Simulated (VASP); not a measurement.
# Mg (P6_3/mmc) in VASP: a series of runs

The runs below take Mg through relaxation of shape and atoms at fixed volume, single point, relaxation of cell and atoms, with r2SCAN.

All numbers are computed with VASP 6.6.1; they aren't measurements. Logs are shortened: lines on timing, memory, paths and dates and some standing lists are left out, and cuts for length are marked.

## (1) The cell of the first run

The structure is hexagonal, space group P6_3/mmc (No. 194). Conventional cell: a = 3.224 Å, b = 3.224 Å, c = 5.157 Å, α = 90.00°, β = 90.00°, γ = 120.00°. Within 4.2 Å of Mg (site symmetry -6m2) lie 12 Mg at 3.18 to 3.22 Å.

## (2) Relaxation of shape and atoms at fixed volume, r2SCAN (23.21 Å³/atom)

POSCAR reads:

```
Mg
1.0
    3.2238302365      0.0000000000      0.0000000000
   -1.6119151182      2.7919188823      0.0000000000
    0.0000000000      0.0000000000      5.1570749706
Mg
2
Direct
    0.3333333333      0.6666666667      0.2500000000
    0.6666666667      0.3333333333      0.7500000000
```

INCAR.step1 reads:

```
PREC     = Accurate       # precision mode
ENCUT    = 600            # plane-wave cutoff, eV
ISMEAR   = 0              # smearing method
SIGMA    = 0.1            # smearing width, eV
LREAL    = F              # projectors in reciprocal space
LASPH    = T              # aspherical terms in the spheres
NELM     = 60             # most SCF steps
GGA      = PE             # functional
ALGO     = Normal         # electronic algorithm
EDIFF    = 1E-4           # SCF threshold, eV
LWAVE    = T              # write WAVECAR
LCHARG   = F              # write CHGCAR
```

INCAR.step2 reads:

```
PREC     = Accurate       # precision mode
ENCUT    = 600            # plane-wave cutoff, eV
EDIFF    = 1E-6           # SCF threshold, eV
ISMEAR   = 0              # smearing method
SIGMA    = 0.1            # smearing width, eV
LREAL    = F              # projectors in reciprocal space
LASPH    = T              # aspherical terms in the spheres
NELM     = 60             # most SCF steps
ALGO     = Normal         # electronic algorithm
ISIF     = 4              # what is computed and relaxed
LWAVE    = F              # write WAVECAR
LCHARG   = F              # write CHGCAR
METAGGA  = R2SCAN         # meta-GGA
LMIXTAU  = T            
IBRION   = 2              # ionic algorithm
NSW      = 50             # ionic steps
EDIFFG   = -0.01          # ionic threshold
ISTART   = 1
```

KPOINTS reads:

```
regular mesh
0
Gamma
  15 15 8
```

Potentials or basis: VASP PAW PBE potentials, release 64 (Mg).

Run with:

```console
cat potpaw_PBE.64/Mg/POTCAR > POTCAR
cp INCAR.step1 INCAR
mpirun -np 1 vasp_std > vasp.out
cp INCAR.step2 INCAR
mpirun -np 1 vasp_std > vasp.out
```

OUTCAR:

```text
PREC = Accurate
   ENCUT = 600
   EDIFF = 1E-6
   ISMEAR = 0
   LREAL = F
   LASPH = T
   NELM = 60
   ISIF = 4
   METAGGA = R2SCAN
   IBRION = 2
   NSW = 50
   EDIFFG = -0.01
   ISTART = 1

 ion  position               nearest neighbor table
   1  0.333  0.667  0.250-   2 3.18   2 3.18   2 3.18   2 3.18   2 3.18   2 3.18
   2  0.667  0.333  0.750-   1 3.18   1 3.18   1 3.18   1 3.18   1 3.18   1 3.18

  LATTYP: Found a hexagonal cell.
 ALAT       =     3.2238302365
 C/A-ratio  =     1.5996732434

  Lattice vectors:

 A1 = (   3.2238302365,   0.0000000000,   0.0000000000)
 A2 = (  -1.6119151182,   2.7919188823,   0.0000000000)
 A3 = (   0.0000000000,   0.0000000000,   5.1570749706)

Analysis of symmetry for initial positions (statically):
=====================================================================
 Subroutine PRICEL returns:
 Original cell was already a primitive cell.

 Routine SETGRP: Setting up the symmetry group for a
 hexagonal supercell.

 Subroutine GETGRP returns: Found 24 space group operations
 (whereof 12 operations were pure point group operations)
 out of a pool of 24 trial point group operations.

The static configuration has the point symmetry D_3d.
 The point group associated with its full space group is D_6h.

Analysis of symmetry for dynamics (positions and initial velocities):
=====================================================================
 Subroutine PRICEL returns:
 Original cell was already a primitive cell.

 Routine SETGRP: Setting up the symmetry group for a
 hexagonal supercell.

 Subroutine GETGRP returns: Found 24 space group operations
 (whereof 12 operations were pure point group operations)
 out of a pool of 24 trial point group operations.

The dynamic configuration has the point symmetry D_3d.
 The point group associated with its full space group is D_6h.

 Subroutine INISYM returns: Found 24 space group operations
 (whereof 12 operations are pure point group operations),
 and found     1 'primitive' translations

----------------------------------------------------------------------------------------

                                     Primitive cell

  volume of cell :      46.4171

  direct lattice vectors                    reciprocal lattice vectors
     3.223830237  0.000000000  0.000000000     0.310190031  0.179088298  0.000000000
    -1.611915118  2.791918882  0.000000000     0.000000000  0.358176595  0.000000000
     0.000000000  0.000000000  5.157074971     0.000000000  0.000000000  0.193908370

  length of vectors
     3.223830237  3.223830236  5.157074971     0.358176595  0.358176595  0.193908370

  position of ions in fractional coordinates (direct lattice)
     0.333333333  0.666666667  0.250000000
     0.666666667  0.333333333  0.750000000

  ion indices of the primitive-cell ions
   primitive index   ion index
                 1           1
                 2           2

----------------------------------------------------------------------------------------

 KPOINTS: regular mesh

Automatic generation of k-mesh.
 Grid dimensions read from file:
 generate k-points for:   15   15    8

 Generating k-lattice:

  Cartesian coordinates                     Fractional coordinates (reciprocal lattice)
     0.020679335  0.011939220  0.000000000     0.066666667  0.000000000  0.000000000
     0.000000000  0.023878440  0.000000000     0.000000000  0.066666667  0.000000000
     0.000000000  0.000000000  0.024238546     0.000000000  0.000000000  0.125000000

  Length of vectors
     0.023878440  0.023878440  0.024238546

  Shift w.r.t. Gamma in fractional coordinates (k-lattice)
     0.000000000  0.000000000  0.000000000

 Subroutine IBZKPT returns following result:
 ===========================================

 Found    135 irreducible k-points:

 Following reciprocal coordinates:
            Coordinates               Weight
  0.000000  0.000000  0.000000      1.000000
  0.066667  0.000000  0.000000      6.000000
  0.133333 -0.000000  0.000000      6.000000
  0.200000  0.000000  0.000000      6.000000
  0.266667 -0.000000  0.000000      6.000000
  0.333333  0.000000  0.000000      6.000000
[... 16 lines left out ...]
  0.333333  0.200000  0.000000     12.000000
  0.400000  0.200000  0.000000      6.000000
 [... further k-points ...]
   k-points           NKPTS =    135   k-points in BZ     NKDIM =    135   number of bands    NBANDS=      6
   number of dos      NEDOS =    301   number of ions     NIONS =      2
   total plane-waves  NPLWV =  32928
   dimension x,y,z NGX =    28 NGY =   28 NGZ =   42
   dimension x,y,z NGXF=    56 NGYF=   56 NGZF=   84
   ions per type =               2
   NGX,Y,Z   is equivalent  to a cutoff of  14.44, 14.44, 13.54 a.u.
   NGXF,Y,Z  is equivalent  to a cutoff of  28.88, 28.88, 27.08 a.u.
 SYSTEM =  unknown system
   PREC   = accura    normal or accurate (medium, high low for compatibility)
   ISTART =      1    job   : 0-new  1-cont  2-samecut
   ICHARG =      0    charge: 1-file 2-atom 10-const
   ISPIN  =      1    spin polarized calculation?
   LNONCOLLINEAR =      F non collinear calculations
   LSORBIT =      F    spin-orbit coupling
   LASPH  =      T    aspherical Exc in radial PAW
   ENCUT  =  600.0 eV  44.10 Ry    6.64 a.u.   6.44  6.44 10.30*2*pi/ulx,y,z
   NELM   =     60;   NELMIN=  2; NELMDL=  0     # of ELM steps
   EDIFF  = 0.1E-05   stopping-criterion for ELM
   LREAL  =      F    real-space projection
   EDIFFG = -.1E-01   stopping-criterion for IOM
   NSW    =     50    number of steps for IOM
   IBRION =      2    ionic relax: 0-MD 1-quasi-New 2-CG
   NFREE  =      1    steps in history (QN), initial steepest desc. (CG)
   ISIF   =      4    stress and relaxation
   ISYM   =      2    0-nonsym 1-usesym 2-fastsym
   POTIM  = 0.5000    time-step for ionic-motion
   TEBEG  =    0.0;   TEEND  =   0.0 temperature during run
   PSTRESS=    0.0 pullay stress
   NELECT =       4.0000    total number of electrons
   NUPDOWN=      -1.0000    fix difference up-down
   EMIN   =  10.00;   EMAX   =-10.00  energy-range for DOS
   EFERMI =   0.00;   METHOD = LEGACY
   ISMEAR =     0;   SIGMA  =   0.10  broadening in eV -4-tet -1-fermi 0-gaus
   EFERMI_NEDOS =   21; number of points for ismear=-14 and -15
   IALGO  =     38    algorithm
   IMIX   =      4    mixing-type and parameters
     AMIX     =   0.40;   BMIX     =  1.00
     AMIX_MAG =   1.60;   BMIX_MAG =  1.00
  volume/ion in A,a.u.               =      23.21       156.62
  Fermi-wavevector in a.u.,A,eV,Ry     =   0.723106  1.366472  7.114247  0.522882
  Thomas-Fermi vector in A             =   1.813238
   LORBIT       =      0    0 simple, 1 ext, 2 COOP (PROOUT), +10 PAW based schemes
   METAGGA = R2SCAN    functional components
   LHFCALC =     F    Hartree Fock is set to
   AEXX    =    0.0000 exact exchange contribution
   IVDW    =     0    specifies the selected vdW correction
   LEPSILON=     F    determine dielectric tensor
   LRPA    =     F    only Hartree local field effects (RPA)
 conjugate gradient relaxation of ions
 non-spin polarized calculation
 Gauss-broadening in eV      SIGMA  =   0.10
  energy-cutoff  :      600.00
  volume of cell :       46.42
 maximum number of plane-waves:      1574
 NGX is ok and might be reduce to    28
   NGX = 13   NGY = 13   NGZ = 21

 number of electron       4.0000000 magnetization

 Free energy of the ion-electron system (eV)
  ---------------------------------------------------
  ext. energy  EPLUGINS =         0.00000000
  ---------------------------------------------------
  free energy    TOTEN  =        -8.29341300 eV

  energy without entropy =       -8.28930350  energy(sigma->0) =       -8.29135825

 E-fermi :   2.5903     XC(G=0):  -9.0035

 val. band max:        2.5761570226   @ k =   0.3333   0.1333   0.0000
 cond. band min:       2.6276569432   @ k =   0.2000   0.0667   0.0000
 fundamental gap:      0.0514999206
 Fermi energy:         2.5903085873

 k-point     1 :       0.0000    0.0000    0.0000
  band No.  band energies     occupation
      1      -4.7502      2.00000
      2       0.7877      2.00000
      3       1.5368      2.00000
      4      14.0639      0.00000
      5      14.0640      0.00000
      6      14.1595      0.00000

 k-point     2 :       0.0667    0.0000    0.0000
  band No.  band energies     occupation
      1      -4.6586      2.00000
      2       0.8723      2.00000
      3       1.6240      2.00000
      4      12.2040      0.00000
      5      13.0336      0.00000
      6      13.8978      0.00000

 k-point     3 :       0.1333   -0.0000    0.0000
  band No.  band energies     occupation
      1      -4.3841      2.00000
      2       1.1264      2.00000
      3       1.8831      2.00000
      4      10.0549      0.00000
      5      12.1063      0.00000
      6      12.9040      0.00000

 k-point     4 :       0.2000    0.0000    0.0000
  band No.  band energies     occupation
      1      -3.9282      2.00000
      2       1.5502      2.00000
      3       2.3039      1.99995
      4       8.0046      0.00000
      5      11.3327      0.00000
      6      11.8429      0.00000

 k-point     5 :       0.2667   -0.0000    0.0000
  band No.  band energies     occupation
      1      -3.2935      2.00000
      2       2.1440      2.00000
      3       2.8513      0.00022
      4       6.1283      0.00000
      5      10.7144      0.00000
      6      10.7303      0.00000
[... 136 lines left out ...]
 k-point    21 :       0.2000    0.2000    0.0000
  band No.  band energies     occupation
      1      -2.3043      2.00000
      2       3.0778      0.00000
      3       3.5851      0.00000
      4       5.4427      0.00000
      5       6.2480      0.00000
      6      10.4563      0.00000

 k-point    22 :       0.2667    0.2000    0.0000
  band No.  band energies     occupation
      1      -1.4142      2.00000
      2       3.4975      0.00000
      3       3.9269      0.00000
      4       4.5332      0.00000
      5       5.9305      0.00000
      6       9.0117      0.00000

 k-point    23 :       0.3333    0.2000    0.0000
  band No.  band energies     occupation
      1      -0.3586      2.00000
      2       2.2015      2.00000
      3       4.5275      0.00000
      4       4.9427      0.00000
      5       6.3073      0.00000
      6       7.5152      0.00000

 k-point    24 :       0.4000    0.2000    0.0000
  band No.  band energies     occupation
      1       0.7860      2.00000
      2       0.9261      2.00000
      3       4.5256      0.00000
      4       5.9704      0.00000
      5       6.3220      0.00000
      6       6.7382      0.00000

 [... further k-points ...]

------------------------ aborting loop because EDIFF is reached ----------------------------------------

  FORCE on cell =-STRESS in cart. coord.  units (eV):
  Direction    XX          YY          ZZ          XY          YZ          ZX
  --------------------------------------------------------------------------------------
  -------------------------------------------------------------------------------------
  Total       -0.3817980     -0.3817980     -0.3996303     -0.0000000      0.0000000      0.0000000
  in kB      -13.1784966    -13.1784966    -13.7940131     -0.0000000      0.0000000      0.0000000
  external PRESSURE =     -13.3836688 kB  Pullay stress =       0.0000000 kB

 VOLUME and BASIS-vectors are now :
 -----------------------------------------------------------------------------
  energy-cutoff  :      600.00
  volume of cell :       46.42
      direct lattice vectors                 reciprocal lattice vectors
     3.223830237  0.000000000  0.000000000     0.310190031  0.179088298  0.000000000
    -1.611915118  2.791918882  0.000000000     0.000000000  0.358176595  0.000000000
     0.000000000  0.000000000  5.157074971     0.000000000  0.000000000  0.193908370

 POSITION                                       TOTAL-FORCE (eV/Angst)
 -----------------------------------------------------------------------------------
     -0.00000      1.86128      1.28927         0.000000     -0.000000      0.000000
      1.61192      0.93064      3.86781        -0.000000      0.000000      0.000000
 -----------------------------------------------------------------------------------
    total drift:                                0.000000     -0.000000      0.000000

  FREE ENERGIE OF THE ION-ELECTRON SYSTEM (eV)
  ---------------------------------------------------
  free  energy   TOTEN  =        -8.2934129962 eV

  energy  without entropy=       -8.2893035004  energy(sigma->0) =       -8.29135825

 reached required accuracy - stopping structural energy minimisation
```

It took 56 s on 1 thread of Intel Xeon 6975P-C (Granite Rapids), shared host; peak memory 0.22 GiB.

What came out:

```
Free energy             : -8.2934 eV
Pressure after relaxing : -1.3 GPa
Band gap on the k mesh  : zero (bands 2 and 3 overlap by 1.96 eV)
```

Final structure:
```
Mg
1.0
     3.22383    0.00000    0.00000
    -1.61192    2.79192    0.00000
     0.00000    0.00000    5.15707
Mg
2
Direct
  0.33333 0.66667 0.25000
  0.66667 0.33333 0.75000
```

Levels at points of the mesh, in eV from the Fermi level:
```tsv
k point	band 1	band 2	band 3	band 4	band 5	band 6
(0.00, 0.00, 0.00)	-7.34	-1.80	-1.05	11.47	11.47	11.57
(0.00, 0.00, 0.50)	-5.84	-5.84	5.60	5.60	12.25	12.25
```

Caveat: the PAW data sets were made with another functional, which shifts forces and pressure a little.

[end of part 1 of 2]

The gap in the log of VASP goes by the Fermi energy; the results here count the filled bands.